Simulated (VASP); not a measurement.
# CdS (P6_3mc) in VASP: vibrations by perturbation theory with LDA

Aim: the vibrations by perturbation theory of CdS with LDA.

Everything below comes from runs of VASP 6.6.1. Logs are shortened: lines on timing, memory, paths and dates and some standing lists are left out, and cuts for length are marked.

## Step 1: The cell of the first run

The structure is hexagonal, space group P6_3mc (No. 186). The conventional cell has a = 4.169 Å, b = 4.169 Å, c = 6.780 Å, α = 90.00°, β = 90.00°, γ = 120.00°. Within 3.4 Å of Cd (site symmetry 3m) lie 4 S at 2.55 Å. S (site symmetry 3m) has 4 Cd at 2.55 Å within 3.4 Å.

## Step 2: Vibrations by perturbation theory, LDA

INCAR reads:

```
ALGO = Normal ; EDIFF = 1E-8
ENCUT = 520 ; GGA = CA
IBRION = 8 ; ISIF = 2
ISMEAR = 0 ; LASPH = T
LCHARG = F ; LEPSILON = T
LREAL = F ; LWAVE = F
NELM = 80 ; NSW = 1
PREC = Accurate ; SIGMA = 0.01
```

KPOINTS reads:

```
k-points
0
Gamma
  6 6 4
```

POSCAR reads:

```
CdS
1.0
    4.1688381007      0.0000000000      0.0000000000
   -2.0844190503      3.6103196994      0.0000000000
    0.0000000000      0.0000000000      6.7796174100
Cd S
2 2
Direct
    0.6666666667      0.3333333333      0.5001830370
    0.3333333333      0.6666666667      0.0001830370
    0.6666666667      0.3333333333      0.8768169630
    0.3333333333      0.6666666667      0.3768169630
```

Potentials or basis: VASP PAW LDA potentials, release 64 (Cd, S).

Run with:

```
$ cat potpaw_LDA.64/Cd/POTCAR potpaw_LDA.64/S/POTCAR > POTCAR
$ mpirun -np 1 vasp_std > vasp.out
```

OUTCAR:

```text
EDIFF = 1E-8
   ENCUT = 520
   GGA = CA
   IBRION = 8
   ISIF = 2
   ISMEAR = 0
   LASPH = T
   LEPSILON = T
   LREAL = F
   NELM = 80
   NSW = 1
   PREC = Accurate

 ion  position               nearest neighbor table
   1  0.667  0.333  0.500-   4 2.55   4 2.55   4 2.55   3 2.55
   2  0.333  0.667  0.000-   3 2.55   3 2.55   3 2.55   4 2.55
   3  0.667  0.333  0.877-   2 2.55   2 2.55   2 2.55   1 2.55
   4  0.333  0.667  0.377-   1 2.55   1 2.55   1 2.55   2 2.55

  LATTYP: Found a hexagonal cell.
 ALAT       =     4.1688381007
 C/A-ratio  =     1.6262606621

  Lattice vectors:

 A1 = (   4.1688381007,   0.0000000000,   0.0000000000)
 A2 = (  -2.0844190503,   3.6103196994,   0.0000000000)
 A3 = (   0.0000000000,   0.0000000000,   6.7796174100)

Analysis of symmetry for initial positions (statically):
=====================================================================
 Subroutine PRICEL returns:
 Original cell was already a primitive cell.

 Routine SETGRP: Setting up the symmetry group for a
 hexagonal supercell.

 Subroutine GETGRP returns: Found 12 space group operations
 (whereof  6 operations were pure point group operations)
 out of a pool of 24 trial point group operations.

The static configuration has the point symmetry C_3v.
 The point group associated with its full space group is C_6v.

Analysis of symmetry for dynamics (positions and initial velocities):
=====================================================================
 Subroutine PRICEL returns:
 Original cell was already a primitive cell.

 Routine SETGRP: Setting up the symmetry group for a
 hexagonal supercell.

 Subroutine GETGRP returns: Found 12 space group operations
 (whereof  6 operations were pure point group operations)
 out of a pool of 24 trial point group operations.

The dynamic configuration has the point symmetry C_3v.
 The point group associated with its full space group is C_6v.

 Subroutine INISYM returns: Found 12 space group operations
 (whereof  6 operations are pure point group operations),
 and found     1 'primitive' translations

----------------------------------------------------------------------------------------

                                     Primitive cell

  volume of cell :     102.0389

  direct lattice vectors                    reciprocal lattice vectors
     4.168838101  0.000000000  0.000000000     0.239874991  0.138491890  0.000000000
    -2.084419050  3.610319699  0.000000000     0.000000000  0.276983781  0.000000000
     0.000000000  0.000000000  6.779617410     0.000000000  0.000000000  0.147500949

  length of vectors
     4.168838101  4.168838101  6.779617410     0.276983781  0.276983781  0.147500949

  position of ions in fractional coordinates (direct lattice)
     0.666666667  0.333333333  0.500183037
     0.333333333  0.666666667  0.000183037
     0.666666667  0.333333333  0.876816963
     0.333333333  0.666666667  0.376816963

  ion indices of the primitive-cell ions
   primitive index   ion index
                 1           1
                 2           2
[... 709 lines left out ...]
     0.35603  0.00000  0.00000
     0.00000  0.35603  0.00000
     0.00000  0.00000 -0.73108

[... ionic steps 4 to 9 ...]

--------------------------------------- Ionic step       10  -------------------------------------------

------------------------ aborting loop because EDIFF is reached ----------------------------------------

[... ionic steps 11 to 11 ...]

--------------------------------------- Ionic step       12  -------------------------------------------

 Free energy of the ion-electron system (eV)
  ---------------------------------------------------
  ---------------------------------------------------
  free energy    TOTEN  =        -0.11983996 eV

  energy without entropy =       -0.11983996

------------------------ aborting loop because EDIFF is reached ----------------------------------------

 INTERNAL STRAIN TENSOR  FOR ION    3  DIRECTION 3   (eV/Angst):
 -----------------------------------------------------------------------------
     2.99450  0.00000  0.00000
     0.00000  2.99450  0.00000
     0.00000  0.00000 -5.81892

 MACROSCOPIC STATIC DIELECTRIC TENSOR (including local field effects in DFT)
 ------------------------------------------------------
           8.211399     0.000000     0.000000
           0.000000     8.211399    -0.000000
           0.000000     0.000000     7.965315
 ------------------------------------------------------

 PIEZOELECTRIC TENSOR (including local field effects)  for field in x, y, z        (e  Angst)
          XX          YY          ZZ          XY          YZ          ZX
  --------------------------------------------------------------------------------
  x    -0.00000    -0.00000    -0.00000     0.00000     0.00000     2.36670
  y     0.00000     0.00000     0.00000    -0.00000     2.36670     0.00000
  z     2.26745     2.26745    -4.65611     0.00000     0.00000     0.00000

 PIEZOELECTRIC TENSOR (including local field effects)  for field in x, y, z        (C/m^2)
          XX          YY          ZZ          XY          YZ          ZX
  --------------------------------------------------------------------------------
  x    -0.00000    -0.00000    -0.00000     0.00000     0.00000     0.37161
  y     0.00000     0.00000     0.00000    -0.00000     0.37161     0.00000
  z     0.35603     0.35603    -0.73108     0.00000     0.00000     0.00000

 BORN EFFECTIVE CHARGES (including local field effects) (in |e|, cummulative output)
 ---------------------------------------------------------------------------------
 ion    1
    1     2.23830     0.00000     0.00000
    2     0.00000     2.23830     0.00000
    3     0.00000     0.00000     2.29876
 ion    2
    1     2.23830     0.00000     0.00000
    2     0.00000     2.23830     0.00000
    3     0.00000     0.00000     2.29876
 ion    3
    1    -2.23830    -0.00000     0.00000
    2    -0.00000    -2.23830     0.00000
    3    -0.00000     0.00000    -2.29876
 ion    4
    1    -2.23830    -0.00000    -0.00000
    2    -0.00000    -2.23830     0.00000
    3     0.00000     0.00000    -2.29876

 INTERNAL STRAIN TENSOR FOR ION    4 for displacements in x,y,z  (eV/Angst):
          X           Y           Z          XY          YZ          ZX
  --------------------------------------------------------------------------------
  x    -0.00000     0.00000     0.00000    -5.33696     0.00000     3.21424
  y    -5.33696     5.33696     0.00000     0.00000     2.72589     0.00000
  z     2.99450     2.99450    -5.81892     0.00000    -0.00000    -0.00000

 SECOND DERIVATIVES (NOT SYMMETRIZED)
 ------------------------------------
               1X          1Y          1Z          2X          2Y          2Z          3X          3Y          3Z          4X          4Y          4Z
  1X    -4.456183   -0.000000    0.000000   -0.117272   -0.000000    0.000000    0.181661    0.000000    0.000000    4.391794    0.000000   -0.000000
  1Y    -0.000000   -4.456183    0.000000   -0.000000   -0.117272    0.000000    0.000000    0.181661    0.000000    0.000000    4.391794    0.000000
  1Z    -0.000000   -0.000000   -5.826553    0.000000    0.000000    1.583067    0.000000    0.000000    3.032724    0.000000   -0.000000    1.210762
  2X    -0.117272   -0.000000    0.000000   -4.456183   -0.000000    0.000000    4.391794    0.000000    0.000000    0.181661    0.000000    0.000000
  2Y    -0.000000   -0.117272   -0.000000   -0.000000   -4.456183    0.000000    0.000000    4.391794    0.000000    0.000000    0.181661   -0.000000
  2Z     0.000000    0.000000    1.583067    0.000000    0.000000   -5.826553    0.000000    0.000000    1.210762   -0.000000    0.000000    3.032724
  3X     0.183103    0.000000    0.000000    4.391617    0.000000   -0.000000   -5.040144   -0.000000   -0.000000    0.465423    0.000000   -0.000000
  3Y     0.000000    0.183103    0.000000    0.000000    4.391617    0.000000   -0.000000   -5.040144    0.000000    0.000000    0.465423    0.000000
  3Z     0.000000    0.000000    3.037950    0.000000    0.000000    1.222348    0.000000    0.000000   -6.726308    0.000000    0.000000    2.466010
  4X     4.391617    0.000000    0.000000    0.183103    0.000000    0.000000    0.465423    0.000000    0.000000   -5.040144   -0.000000    0.000000
  4Y     0.000000    4.391617    0.000000    0.000000    0.183103    0.000000    0.000000    0.465423    0.000000   -0.000000   -5.040144    0.000000
  4Z     0.000000    0.000000    1.222348    0.000000    0.000000    3.037950   -0.000000    0.000000    2.466010    0.000000    0.000000   -6.726308

 Eigenvectors and eigenvalues of the dynamical matrix
 ----------------------------------------------------

   1 f  =    8.429676 THz    52.965219 2PiTHz  281.183737 cm-1    34.862325 meV
             X         Y         Z           dx          dy          dz
      2.084419  1.203440  3.391050     0.000000    0.000000    0.094421
     -0.000000  2.406880  0.001241    -0.000000   -0.000000   -0.094421
      2.084419  1.203440  5.944484     0.000000    0.000000   -0.700774
     -0.000000  2.406880  2.554675    -0.000000   -0.000000    0.700774
[... 71 lines left out ...]
  12 f/i=    0.005299 THz     0.033297 2PiTHz    0.176767 cm-1     0.021916 meV
             X         Y         Z           dx          dy          dz
      2.084419  1.203440  3.391050     0.000000    0.000000    0.623994
     -0.000000  2.406880  0.001241     0.000000    0.000000    0.623994
      2.084419  1.203440  5.944484     0.000000    0.000000    0.332614
     -0.000000  2.406880  2.554675     0.000000    0.000000    0.332614

--------------------------------------------------------------------------------------------------------

 MACROSCOPIC STATIC DIELECTRIC TENSOR IONIC CONTRIBUTION
 ------------------------------------------------------
           3.884730     0.000000    -0.000000
           0.000000     3.884730     0.000000
          -0.000000     0.000000     4.407923
 ------------------------------------------------------

 ELASTIC MODULI CONTR FROM IONIC RELAXATION (kBar)
 Direction    XX          YY          ZZ          XY          YZ          ZX
 --------------------------------------------------------------------------------
 XX        -228.7340     96.5494    128.2756     -0.0000     -0.0000      0.0000
 YY          96.5494   -228.7340    128.2756     -0.0000      0.0000     -0.0000
 ZZ         128.2756    128.2756   -248.9645      0.0000      0.0000     -0.0000
 XY          -0.0000     -0.0000      0.0000   -162.6417     -0.0000     -0.0000
 YZ          -0.0000      0.0000      0.0000     -0.0000    -58.4827     -0.0000
 ZX           0.0000     -0.0000     -0.0000      0.0000     -0.0000    -65.4762
 --------------------------------------------------------------------------------

 PIEZOELECTRIC TENSOR IONIC CONTR  for field in x, y, z        (C/m^2)
          XX          YY          ZZ          XY          YZ          ZX
  --------------------------------------------------------------------------------
  x     0.00000    -0.00000    -0.00000    -0.00000    -0.00000    -0.47456
  y    -0.00000     0.00000     0.00000    -0.00000    -0.44850    -0.00000
  z    -0.50788    -0.50788     0.98573    -0.00000    -0.00000     0.00000
```

Run time: 28 min. Hardware: 1 thread of Intel Xeon 8259CL, shared host; peak memory 0.51 GiB.

What came out:

| Property | Result |
| --- | --- |
| Electronic dielectric tensor (diagonal) | 8.21, 8.21, 7.97 |
| Born charges (mean of the diagonal) | Cd +2.26; S -2.26 e |
| Highest phonon frequency at Γ, LO-TO splitting left out | 281 cm⁻¹ |

Phonon frequencies in cm⁻¹ (negative: imaginary):
| q point | frequencies |
| --- | --- |
| (0.000, 0.000, 0.000) | 0 0 0 48 48 130 215 223 223 234 234 281 |

Electronic dielectric tensor:
```
8.21 0.00 0.00
0.00 8.21 0.00
0.00 0.00 7.97
```

Born effective charge tensors (e):
atom 1, Cd
```
2.24 0.00 0.00
0.00 2.24 0.00
0.00 0.00 2.30
```
atom 2, Cd
```
2.24 0.00 0.00
0.00 2.24 0.00
0.00 0.00 2.30
```
atom 3, S
```
-2.24  0.00  0.00
 0.00 -2.24  0.00
 0.00  0.00 -2.30
```
atom 4, S
```
-2.24  0.00  0.00
 0.00 -2.24  0.00
 0.00  0.00 -2.30
```

Caveat: the cell stands under pressure or tension, which shifts response properties.
